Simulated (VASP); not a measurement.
Crystal: NaCl.

```
Na Cl
1.0
     3.46056    0.00000    0.00000
     0.00000    3.46056    0.00000
     0.00000    0.00000    3.46056
Na Cl
1 1
Direct
  0.00000 0.00000 0.00000
  0.50000 0.50000 0.50000
```

Base run:

| Item | Value |
| --- | --- |
| Program | VASP 6.6.1 |
| Functional | r2SCAN |
| Potentials or basis | VASP PAW PBE potentials, release 64 (Na_pv, Cl) |
| Cutoff | 550 eV |
| k mesh | 6 × 6 × 6 |
| Occupations | gaussian, width 0.05 eV |
| Spin | no spin polarisation |

Its results: band gap on the k mesh 4.95 eV (least direct gap 5.48 eV); pressure -0.3 GPa.

Problem. The run is repeated on the same cell with these changes: dispersion from none to D3(BJ). What comes out?

Solution. Band gap on the k mesh 4.95 eV (least direct gap 5.48 eV); pressure -1.2 GPa.

Dispersion adds attraction, which lowers the pressure at fixed volume and, as a term added to the energy, leaves the levels alone.

Caveats: the PAW data sets were made with another functional, which shifts forces and pressure a little; three body term missing (at least some runs).

A k mesh can miss the band edges.
